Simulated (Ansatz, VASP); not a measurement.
**One calculation of Sn, two programs**

```
CELL_PARAMETERS angstrom
-1.65513 1.65513 2.48270
1.65513 -1.65513 2.48270
1.65513 1.65513 -2.48270
ATOMIC_POSITIONS crystal
Sn 0.00000 0.00000 0.00000
```

Alike in both runs: task single point; functional PBEsol; k mesh 20 × 20 × 20; occupations gaussian, width 0.15 eV; no spin polarisation.

```csv
,VASP,Ansatz
version,VASP 6.6.1,Ansatz 0.2.0
potentials or method,"VASP PAW PBE potentials, release 64 (Sn_d), cutoff 520 eV","scalar-relativistic, plane waves, PAW"
valence electrons in the cell,14,14
```

```csv
,VASP,Ansatz,Ansatz less VASP
gap on the k mesh at the Fermi level (eV),none,none,-
pressure (GPa),-1.4,-1.4,+0.06
"traceless stress, the component that is largest in VASP (GPa)",-0.07,-0.07,+0.001
```

VASP's potentials were made for PBE, not for PBEsol. A gap of «none» marks a metal or a gap that the smearing closes.
